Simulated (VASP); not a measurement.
# Cs (Im-3m) in VASP: further runs, part 2 of 2

VASP 6.6.1.

## 5. Single point, r2SCAN

File POSCAR:

```
Cs
1.0
   -3.1348857123      3.1348857123      3.1348857123
    3.1348857123     -3.1348857123      3.1348857123
    3.1348857123      3.1348857123     -3.1348857123
Cs
1
Direct
    0.0000000000      0.0000000000      0.0000000000
```

File INCAR.step1:

```
SYSTEM = Cs
PREC = Accurate ; ENCUT = 520
ISMEAR = -1 ; SIGMA = 0.1
LREAL = .FALSE. ; LASPH = .TRUE.
NELM = 80 ; NBANDS = 10
GGA = PE ; ALGO = Normal
EDIFF = 1E-4 ; LWAVE = .TRUE.
LCHARG = .FALSE.
```

File INCAR.step2:

```
SYSTEM = Cs
PREC = Accurate ; ENCUT = 520
EDIFF = 1E-6 ; ISMEAR = -1
SIGMA = 0.1 ; LREAL = .FALSE.
LASPH = .TRUE. ; NELM = 80
ALGO = Normal ; ISIF = 2
LWAVE = .FALSE. ; LCHARG = .FALSE.
METAGGA = R2SCAN ; LMIXTAU = .TRUE.
NBANDS = 10 ; ISTART = 1
```

File KPOINTS:

```
regular mesh
0
G
  7 7 7
  0 0 0
```

Potentials or basis: VASP PAW PBE potentials, release 64 (Cs_sv).

On the command line:

```console
$ cat potpaw_PBE.64/Cs_sv/POTCAR > POTCAR
$ cp INCAR.step1 INCAR
$ mpirun -np 1 vasp_std > vasp.out
$ cp INCAR.step2 INCAR
$ mpirun -np 1 vasp_std > vasp.out
```

OUTCAR:

```text
SYSTEM = Cs
   PREC = Accurate
   ENCUT = 520
   EDIFF = 1E-6
   ISMEAR = -1
   LREAL = .FALSE.
   LASPH = .TRUE.
   NELM = 80
   ISIF = 2
   METAGGA = R2SCAN
   ISTART = 1

 ion  position               nearest neighbor table
   1  0.000  0.000  0.000-

  LATTYP: Found a body centered cubic cell.
 ALAT       =     6.2697714246

  Lattice vectors:

 A1 = (  -3.1348857123,   3.1348857123,   3.1348857123)
 A2 = (   3.1348857123,  -3.1348857123,   3.1348857123)
 A3 = (   3.1348857123,   3.1348857123,  -3.1348857123)

Analysis of symmetry for initial positions (statically):
=====================================================================
 Subroutine PRICEL returns:
 Original cell was already a primitive cell.

 Routine SETGRP: Setting up the symmetry group for a
 body centered cubic supercell.

 Subroutine GETGRP returns: Found 48 space group operations
 (whereof 48 operations were pure point group operations)
 out of a pool of 48 trial point group operations.

The static configuration has the point symmetry O_h .

Analysis of symmetry for dynamics (positions and initial velocities):
=====================================================================
 Subroutine PRICEL returns:
 Original cell was already a primitive cell.

 Routine SETGRP: Setting up the symmetry group for a
 body centered cubic supercell.

 Subroutine GETGRP returns: Found 48 space group operations
 (whereof 48 operations were pure point group operations)
 out of a pool of 48 trial point group operations.

The dynamic configuration has the point symmetry O_h .

 Subroutine INISYM returns: Found 48 space group operations
 (whereof 48 operations are pure point group operations),
 and found     1 'primitive' translations

----------------------------------------------------------------------------------------

                                     Primitive cell

  volume of cell :     123.2325

  direct lattice vectors                    reciprocal lattice vectors
    -3.134885712  3.134885712  3.134885712     0.000000000  0.159495448  0.159495448
     3.134885712 -3.134885712  3.134885712     0.159495448  0.000000000  0.159495448
     3.134885712  3.134885712 -3.134885712     0.159495448  0.159495448  0.000000000

  length of vectors
     5.429781330  5.429781330  5.429781330     0.225560625  0.225560625  0.225560625

  position of ions in fractional coordinates (direct lattice)
     0.000000000  0.000000000  0.000000000

  ion indices of the primitive-cell ions
   primitive index   ion index
                 1           1

----------------------------------------------------------------------------------------

 KPOINTS: regular mesh

Automatic generation of k-mesh.
 Grid dimensions read from file:
 generate k-points for:    7    7    7

 Generating k-lattice:

  Cartesian coordinates                     Fractional coordinates (reciprocal lattice)
     0.000000000  0.022785064  0.022785064     0.142857143  0.000000000  0.000000000
     0.022785064  0.000000000  0.022785064     0.000000000  0.142857143  0.000000000
     0.022785064  0.022785064  0.000000000     0.000000000  0.000000000  0.142857143

  Length of vectors
     0.032222946  0.032222946  0.032222946

  Shift w.r.t. Gamma in fractional coordinates (k-lattice)
     0.000000000  0.000000000  0.000000000

 Subroutine IBZKPT returns following result:
 ===========================================

 Found     20 irreducible k-points:

 Following reciprocal coordinates:
            Coordinates               Weight
  0.000000  0.000000  0.000000      1.000000
  0.142857  0.000000  0.000000     12.000000
  0.285714  0.000000  0.000000     12.000000
  0.428571  0.000000  0.000000     12.000000
  0.142857  0.142857  0.000000     24.000000
  0.285714  0.142857 -0.000000     48.000000
[... 12 lines left out ...]
 -0.428571 -0.428571  0.285714      8.000000
 -0.428571  0.428571  0.428571      6.000000
   k-points           NKPTS =     20   k-points in BZ     NKDIM =     20   number of bands    NBANDS=     10
   number of dos      NEDOS =    301   number of ions     NIONS =      1
   total plane-waves  NPLWV =  64000
   dimension x,y,z NGX =    40 NGY =   40 NGZ =   40
   dimension x,y,z NGXF=    80 NGYF=   80 NGZF=   80
   ions per type =               1
   NGX,Y,Z   is equivalent  to a cutoff of  12.25, 12.25, 12.25 a.u.
   NGXF,Y,Z  is equivalent  to a cutoff of  24.49, 24.49, 24.49 a.u.
 SYSTEM =  Cs
   PREC   = accura    normal or accurate (medium, high low for compatibility)
   ISTART =      1    job   : 0-new  1-cont  2-samecut
   ICHARG =      0    charge: 1-file 2-atom 10-const
   ISPIN  =      1    spin polarized calculation?
   LNONCOLLINEAR =      F non collinear calculations
   LSORBIT =      F    spin-orbit coupling
   LASPH  =      T    aspherical Exc in radial PAW
   ENCUT  =  520.0 eV  38.22 Ry    6.18 a.u.  10.10 10.10 10.10*2*pi/ulx,y,z
   NELM   =     80;   NELMIN=  2; NELMDL=  0     # of ELM steps
   EDIFF  = 0.1E-05   stopping-criterion for ELM
   LREAL  =      F    real-space projection
   EDIFFG = 0.1E-04   stopping-criterion for IOM
   NSW    =      0    number of steps for IOM
   IBRION =     -1    ionic relax: 0-MD 1-quasi-New 2-CG
   NFREE  =      0    steps in history (QN), initial steepest desc. (CG)
   ISIF   =      2    stress and relaxation
   ISYM   =      2    0-nonsym 1-usesym 2-fastsym
   POTIM  = 0.5000    time-step for ionic-motion
   TEBEG  =    0.0;   TEEND  =   0.0 temperature during run
   PSTRESS=    0.0 pullay stress
   NELECT =       9.0000    total number of electrons
   NUPDOWN=      -1.0000    fix difference up-down
   EMIN   =  10.00;   EMAX   =-10.00  energy-range for DOS
   EFERMI =   0.00;   METHOD = LEGACY
   ISMEAR =    -1;   SIGMA  =   0.10  broadening in eV -4-tet -1-fermi 0-gaus
   EFERMI_NEDOS =   21; number of points for ismear=-14 and -15
   IALGO  =     38    algorithm
   IMIX   =      4    mixing-type and parameters
     AMIX     =   0.40;   BMIX     =  1.00
     AMIX_MAG =   1.60;   BMIX_MAG =  1.00
  volume/ion in A,a.u.               =     123.23       831.61
  Fermi-wavevector in a.u.,A,eV,Ry     =   0.684301  1.293142  6.371174  0.468268
  Thomas-Fermi vector in A             =   1.763915
   LORBIT       =      0    0 simple, 1 ext, 2 COOP (PROOUT), +10 PAW based schemes
   METAGGA = R2SCAN    functional components
   LHFCALC =     F    Hartree Fock is set to
   AEXX    =    0.0000 exact exchange contribution
   IVDW    =     0    specifies the selected vdW correction
   LEPSILON=     F    determine dielectric tensor
   LRPA    =     F    only Hartree local field effects (RPA)
 non-spin polarized calculation
  energy-cutoff  :      520.00
  volume of cell :      123.23
 maximum number of plane-waves:      3337
   NGX = 21   NGY = 21   NGZ = 21

 number of electron       8.9999999 magnetization

 Free energy of the ion-electron system (eV)
  ---------------------------------------------------
  ext. energy  EPLUGINS =         0.00000000
  ---------------------------------------------------
  free energy    TOTEN  =       -25.03977888 eV

  energy without entropy =      -25.00394313  energy(sigma->0) =      -25.02186100

 E-fermi :   0.3719     XC(G=0):  -5.4566

 val. band max:        0.3430418818   @ k =  -0.2857   0.4286   0.1429
 cond. band min:       0.4558596992   @ k =  -0.4286   0.4286   0.1429
 fundamental gap:      0.1128178174
 Fermi energy:         0.3719036305

 k-point     1 :       0.0000    0.0000    0.0000
  band No.  band energies     occupation
      1     -24.4598      2.00000
      2     -10.8354      2.00000
      3     -10.8354      2.00000
      4     -10.8354      2.00000
      5      -1.3364      2.00000
      6       3.1458      0.00000
      7       3.1458      0.00000
      8       3.1458      0.00000
      9       3.9748      0.00000
     10       3.9748      0.00000

 k-point     2 :       0.1429    0.0000    0.0000
  band No.  band energies     occupation
      1     -24.4588      2.00000
      2     -10.8567      2.00000
      3     -10.8422      2.00000
      4     -10.8354      2.00000
      5      -1.1160      2.00000
      6       2.8379      0.00000
      7       2.9019      0.00000
      8       3.3623      0.00000
      9       3.7465      0.00000
     10       3.9286      0.00000
[... 222 lines left out ...]
 k-point    20 :      -0.4286    0.4286    0.4286
  band No.  band energies     occupation
      1     -24.4509      2.00000
      2     -10.9123      2.00000
      3     -10.9085      2.00000
      4     -10.9085      2.00000
      5       1.0313      0.00273
      6       1.1600      0.00076
      7       3.2294      0.00000
      8       3.2902      0.00000
      9       3.2902      0.00000
     10       4.8562      0.00000

------------------------ aborting loop because EDIFF is reached ----------------------------------------

  FORCE on cell =-STRESS in cart. coord.  units (eV):
  Direction    XX          YY          ZZ          XY          YZ          ZX
  --------------------------------------------------------------------------------------
  -------------------------------------------------------------------------------------
  Total       -0.0051512     -0.0051512     -0.0051512      0.0000000      0.0000000     -0.0000000
  in kB       -0.0669727     -0.0669727     -0.0669727      0.0000000      0.0000000     -0.0000000
  external PRESSURE =      -0.0669727 kB  Pullay stress =       0.0000000 kB

 VOLUME and BASIS-vectors are now :
 -----------------------------------------------------------------------------
  energy-cutoff  :      520.00
  volume of cell :      123.23
      direct lattice vectors                 reciprocal lattice vectors
    -3.134885712  3.134885712  3.134885712     0.000000000  0.159495448  0.159495448
     3.134885712 -3.134885712  3.134885712     0.159495448  0.000000000  0.159495448
     3.134885712  3.134885712 -3.134885712     0.159495448  0.159495448  0.000000000

 POSITION                                       TOTAL-FORCE (eV/Angst)
 -----------------------------------------------------------------------------------
      0.00000      0.00000      0.00000        -0.000000      0.000000      0.000000
 -----------------------------------------------------------------------------------
    total drift:                               -0.000000      0.000000     -0.000000

  FREE ENERGIE OF THE ION-ELECTRON SYSTEM (eV)
  ---------------------------------------------------
  free  energy   TOTEN  =       -25.0397788783 eV

  energy  without entropy=      -25.0039431265  energy(sigma->0) =      -25.02186100
```

Run time: 49 s. Hardware: 1 thread of Intel Xeon 6975P-C (Granite Rapids), shared host; peak memory 0.26 GiB.

Results:

- Free energy: -25.0398 eV
- Pressure: 0.0 GPa
- Band gap on the k mesh: zero (an odd number of electrons rules out a gap without spin polarisation)

Levels at points of the mesh, in eV from the Fermi level:
```csv
k point,band 1,band 2,band 3,band 4,band 5,band 6,band 7,band 8,band 9,band 10
"(0.00, 0.00, 0.00)",-24.83,-11.21,-11.21,-11.21,-1.71,2.77,2.77,2.77,3.60,3.60
```

Caveat: the PAW data sets were made with another functional, which shifts forces and pressure a little; spin-orbit coupling is left out, which moves the levels of the heavy elements.

## 6. Overview

```csv
k mesh,gap on the mesh (eV),pressure (GPa)
5 × 5 × 5,none,-0.1
6 × 6 × 6,none,0.0
7 × 7 × 7,none,0.0
```

Alike in all rows: task single point; level r2SCAN; potentials or basis VASP PAW PBE potentials, release 64 (Cs_sv); no spin polarisation; cell as given; cutoff (eV) 520; smearing fermi-dirac 0.1 eV.

Caveats: the PAW data sets were made with another functional, which shifts forces and pressure a little; spin-orbit coupling is left out, which moves the levels of the heavy elements.

Total energies depend on the potentials used, so only differences within one code and one set of settings carry meaning.
